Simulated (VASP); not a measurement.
# AlRu (Pm-3m) in VASP: further runs, part 2 of 4

VASP 6.6.1. Earlier steps stand in the parts before.

**3. Single point, PBE**

This run uses another cell than the first one, of 13.55 Å³/atom, 1.021 times its volume.

INCAR

```
ALGO = Normal
EDIFF = 1E-6
ENCUT = 520
GGA = PE
ISIF = 2
ISMEAR = 0
LASPH = True
LCHARG = False
LREAL = False
LWAVE = False
NBANDS = 16
NELM = 60
PREC = Accurate
SIGMA = 0.1
```

KPOINTS

```
k-points
0
Gamma
  6 6 6
```

POSCAR

```
AlRu
1.0
    3.0037043309      0.0000000000      0.0000000000
    0.0000000000      3.0037043309      0.0000000000
    0.0000000000      0.0000000000      3.0037043309
Al Ru
1 1
Direct
    0.0000000000      0.0000000000      0.0000000000
    0.5000000000      0.5000000000      0.5000000000
```

Potentials or basis: VASP PAW PBE potentials, release 64 (Al, Ru_pv).

Launch:

```console
cat potpaw_PBE.64/Al/POTCAR potpaw_PBE.64/Ru_pv/POTCAR > POTCAR
mpirun -np 1 vasp_std > vasp.out
```

OUTCAR:

```text
EDIFF = 1E-6
   ENCUT = 520
   GGA = PE
   ISIF = 2
   ISMEAR = 0
   LASPH = True
   LREAL = False
   NELM = 60
   PREC = Accurate

 ion  position               nearest neighbor table
   1  0.000  0.000  0.000-   2 2.60   2 2.60   2 2.60   2 2.60   2 2.60   2 2.60   2 2.60   2 2.60

   2  0.500  0.500  0.500-   1 2.60   1 2.60   1 2.60   1 2.60   1 2.60   1 2.60   1 2.60   1 2.60

  LATTYP: Found a simple cubic cell.
 ALAT       =     3.0037043309

  Lattice vectors:

 A1 = (   3.0037043309,   0.0000000000,   0.0000000000)
 A2 = (   0.0000000000,   3.0037043309,   0.0000000000)
 A3 = (   0.0000000000,   0.0000000000,   3.0037043309)

Analysis of symmetry for initial positions (statically):
=====================================================================
 Subroutine PRICEL returns:
 Original cell was already a primitive cell.

 Routine SETGRP: Setting up the symmetry group for a
 simple cubic supercell.

 Subroutine GETGRP returns: Found 48 space group operations
 (whereof 48 operations were pure point group operations)
 out of a pool of 48 trial point group operations.

The static configuration has the point symmetry O_h .

Analysis of symmetry for dynamics (positions and initial velocities):
=====================================================================
 Subroutine PRICEL returns:
 Original cell was already a primitive cell.

 Routine SETGRP: Setting up the symmetry group for a
 simple cubic supercell.

 Subroutine GETGRP returns: Found 48 space group operations
 (whereof 48 operations were pure point group operations)
 out of a pool of 48 trial point group operations.

The dynamic configuration has the point symmetry O_h .

 Subroutine INISYM returns: Found 48 space group operations
 (whereof 48 operations are pure point group operations),
 and found     1 'primitive' translations

----------------------------------------------------------------------------------------

                                     Primitive cell

  volume of cell :      27.1001

  direct lattice vectors                    reciprocal lattice vectors
     3.003704331  0.000000000  0.000000000     0.332922249  0.000000000  0.000000000
     0.000000000  3.003704331  0.000000000     0.000000000  0.332922249  0.000000000
     0.000000000  0.000000000  3.003704331     0.000000000  0.000000000  0.332922249

  length of vectors
     3.003704331  3.003704331  3.003704331     0.332922249  0.332922249  0.332922249

  position of ions in fractional coordinates (direct lattice)
     0.000000000  0.000000000  0.000000000
     0.500000000  0.500000000  0.500000000

  ion indices of the primitive-cell ions
   primitive index   ion index
                 1           1
                 2           2

----------------------------------------------------------------------------------------

 KPOINTS: k-points

Automatic generation of k-mesh.
 Grid dimensions read from file:
 generate k-points for:    6    6    6

 Generating k-lattice:

  Cartesian coordinates                     Fractional coordinates (reciprocal lattice)
     0.055487041  0.000000000  0.000000000     0.166666667  0.000000000  0.000000000
     0.000000000  0.055487041  0.000000000     0.000000000  0.166666667  0.000000000
     0.000000000  0.000000000  0.055487041     0.000000000  0.000000000  0.166666667

  Length of vectors
     0.055487041  0.055487041  0.055487041

  Shift w.r.t. Gamma in fractional coordinates (k-lattice)
     0.000000000  0.000000000  0.000000000

 Subroutine IBZKPT returns following result:
 ===========================================

 Found     20 irreducible k-points:

 Following reciprocal coordinates:
            Coordinates               Weight
  0.000000  0.000000  0.000000      1.000000
  0.166667  0.000000  0.000000      6.000000
  0.333333  0.000000  0.000000      6.000000
  0.500000  0.000000  0.000000      3.000000
  0.166667  0.166667  0.000000     12.000000
  0.333333  0.166667  0.000000     24.000000
[... 12 lines left out ...]
  0.500000  0.500000  0.333333      6.000000
  0.500000  0.500000  0.500000      1.000000
   k-points           NKPTS =     20   k-points in BZ     NKDIM =     20   number of bands    NBANDS=     16
   number of dos      NEDOS =    301   number of ions     NIONS =      2
   total plane-waves  NPLWV =  13824
   dimension x,y,z NGX =    24 NGY =   24 NGZ =   24
   dimension x,y,z NGXF=    48 NGYF=   48 NGZF=   48
   ions per type =               1   1
   NGX,Y,Z   is equivalent  to a cutoff of  13.28, 13.28, 13.28 a.u.
   NGXF,Y,Z  is equivalent  to a cutoff of  26.57, 26.57, 26.57 a.u.
 SYSTEM =  unknown system
   PREC   = accura    normal or accurate (medium, high low for compatibility)
   ISTART =      0    job   : 0-new  1-cont  2-samecut
   ICHARG =      2    charge: 1-file 2-atom 10-const
   ISPIN  =      1    spin polarized calculation?
   LNONCOLLINEAR =      F non collinear calculations
   LSORBIT =      F    spin-orbit coupling
   LASPH  =      T    aspherical Exc in radial PAW
   ENCUT  =  520.0 eV  38.22 Ry    6.18 a.u.   5.58  5.58  5.58*2*pi/ulx,y,z
   NELM   =     60;   NELMIN=  2; NELMDL= -5     # of ELM steps
   EDIFF  = 0.1E-05   stopping-criterion for ELM
   LREAL  =      F    real-space projection
   EDIFFG = 0.1E-04   stopping-criterion for IOM
   NSW    =      0    number of steps for IOM
   IBRION =     -1    ionic relax: 0-MD 1-quasi-New 2-CG
   NFREE  =      0    steps in history (QN), initial steepest desc. (CG)
   ISIF   =      2    stress and relaxation
   ISYM   =      2    0-nonsym 1-usesym 2-fastsym
   POTIM  = 0.5000    time-step for ionic-motion
   TEBEG  =    0.0;   TEEND  =   0.0 temperature during run
   PSTRESS=    0.0 pullay stress
   NELECT =      17.0000    total number of electrons
   NUPDOWN=      -1.0000    fix difference up-down
   EMIN   =  10.00;   EMAX   =-10.00  energy-range for DOS
   EFERMI =   0.00;   METHOD = LEGACY
   ISMEAR =     0;   SIGMA  =   0.10  broadening in eV -4-tet -1-fermi 0-gaus
   EFERMI_NEDOS =   21; number of points for ismear=-14 and -15
   IALGO  =     38    algorithm
   IMIX   =      4    mixing-type and parameters
     AMIX     =   0.40;   BMIX     =  1.00
     AMIX_MAG =   1.60;   BMIX_MAG =  1.00
  volume/ion in A,a.u.               =      13.55        91.44
  Fermi-wavevector in a.u.,A,eV,Ry     =   1.401417  2.648294 26.721418  1.963969
  Thomas-Fermi vector in A             =   2.524280
   LORBIT       =      0    0 simple, 1 ext, 2 COOP (PROOUT), +10 PAW based schemes
   GGA     = PE    functional components
   LHFCALC =     F    Hartree Fock is set to
   AEXX    =    0.0000 exact exchange contribution
   IVDW    =     0    specifies the selected vdW correction
   LEPSILON=     F    determine dielectric tensor
   LRPA    =     F    only Hartree local field effects (RPA)
 non-spin polarized calculation
 Gauss-broadening in eV      SIGMA  =   0.10
  energy-cutoff  :      520.00
  volume of cell :       27.10
 maximum number of plane-waves:       740
 NGX is ok and might be reduce to    24
   NGX = 11   NGY = 11   NGZ = 11

 number of electron      16.9999996 magnetization

 Free energy of the ion-electron system (eV)
  ---------------------------------------------------
  ext. energy  EPLUGINS =         0.00000000
  ---------------------------------------------------
  free energy    TOTEN  =       -14.26106655 eV

  energy without entropy =      -14.24777743  energy(sigma->0) =      -14.25442199

 E-fermi :  10.4210     XC(G=0): -12.5064

 val. band max:       10.4177129475   @ k =   0.3333   0.1667   0.0000
 cond. band min:      10.4935906240   @ k =   0.5000   0.1667   0.0000
 fundamental gap:      0.0758776766
 Fermi energy:        10.4210213979

 k-point     1 :       0.0000    0.0000    0.0000
  band No.  band energies     occupation
      1     -31.2281      2.00000
      2     -31.2281      2.00000
      3     -31.2281      2.00000
      4       0.9407      2.00000
      5       7.0531      2.00000
      6       7.0531      2.00000
[... 8 lines left out ...]
     15      22.6306      0.00000
     16      25.4237      0.00000
[... 343 lines left out ...]
 k-point    20 :       0.5000    0.5000    0.5000
  band No.  band energies     occupation
      1     -31.3804      2.00000
      2     -31.3804      2.00000
      3     -31.3804      2.00000
      4       5.9759      2.00000
      5       5.9759      2.00000
      6       5.9759      2.00000
[... 8 lines left out ...]
     15      18.9545      0.00000
     16      22.2870      0.00000

------------------------ aborting loop because EDIFF is reached ----------------------------------------

  FORCE on cell =-STRESS in cart. coord.  units (eV):
  Direction    XX          YY          ZZ          XY          YZ          ZX
  --------------------------------------------------------------------------------------
  -------------------------------------------------------------------------------------
  Total       -0.0147168     -0.0147168     -0.0147168      0.0000000      0.0000000     -0.0000000
  in kB       -0.8700672     -0.8700672     -0.8700672      0.0000000      0.0000000     -0.0000000
  external PRESSURE =      -0.8700672 kB  Pullay stress =       0.0000000 kB

 VOLUME and BASIS-vectors are now :
 -----------------------------------------------------------------------------
  energy-cutoff  :      520.00
  volume of cell :       27.10
      direct lattice vectors                 reciprocal lattice vectors
     3.003704331  0.000000000  0.000000000     0.332922249  0.000000000  0.000000000
     0.000000000  3.003704331  0.000000000     0.000000000  0.332922249  0.000000000
     0.000000000  0.000000000  3.003704331     0.000000000  0.000000000  0.332922249

 POSITION                                       TOTAL-FORCE (eV/Angst)
 -----------------------------------------------------------------------------------
      0.00000      0.00000      0.00000         0.000000      0.000000      0.000000
      1.50185      1.50185      1.50185         0.000000      0.000000      0.000000
 -----------------------------------------------------------------------------------
    total drift:                                0.000000     -0.000000     -0.000000

  FREE ENERGIE OF THE ION-ELECTRON SYSTEM (eV)
  ---------------------------------------------------
  free  energy   TOTEN  =       -14.2610665458 eV

  energy  without entropy=      -14.2477774320  energy(sigma->0) =      -14.25442199
```

OSZICAR:

```text
N       E                     dE             d eps       ncg     rms          rms(c)
DAV:   1     0.114290997961E+03    0.11429E+03   -0.93489E+03   664   0.988E+02
DAV:   2    -0.130349014771E+02   -0.12733E+03   -0.12108E+03   752   0.291E+02
DAV:   3    -0.149132927874E+02   -0.18784E+01   -0.18710E+01   808   0.366E+01
DAV:   4    -0.149274415503E+02   -0.14149E-01   -0.14133E-01   816   0.332E+00
DAV:   5    -0.149276451762E+02   -0.20363E-03   -0.20341E-03   768   0.379E-01    0.119E+01
DAV:   6    -0.143447177748E+02    0.58293E+00   -0.21955E+00   752   0.162E+01    0.221E+00
DAV:   7    -0.142783162537E+02    0.66402E-01   -0.17188E-01   672   0.453E+00    0.191E+00
DAV:   8    -0.142613545438E+02    0.16962E-01   -0.19295E-02   736   0.115E+00    0.193E-01
DAV:   9    -0.142610759615E+02    0.27858E-03   -0.44142E-04   808   0.191E-01    0.124E-01
DAV:  10    -0.142610674129E+02    0.85486E-05   -0.37545E-05   736   0.648E-02    0.561E-03
DAV:  11    -0.142610665458E+02    0.86710E-06   -0.89047E-07   656   0.944E-03
   1 F= -.14261067E+02 E0= -.14254422E+02  d E =-.132891E-01
```

stdout:

```text
POSCAR found type information on POSCAR AlRu
 POSCAR found :  2 types and       2 ions
 scaLAPACK will be used
 LDA part: xc-table for (Slater+PW92), standard interpolation
 POSCAR, INCAR and KPOINTS ok, starting setup
 FFT: planning ... GRIDC
 FFT: planning ... GRID_SOFT
 FFT: planning ... GRID
 WAVECAR not read
 entering main loop
```

Run time: 3.1 s. Hardware: 1 thread of Intel Xeon 6975P-C (Granite Rapids), shared host; peak memory 0.14 GiB.

What came out:

```
Free energy : -14.2611 eV
Pressure    : -0.1 GPa
```

(Continued in part 3 of 4.)
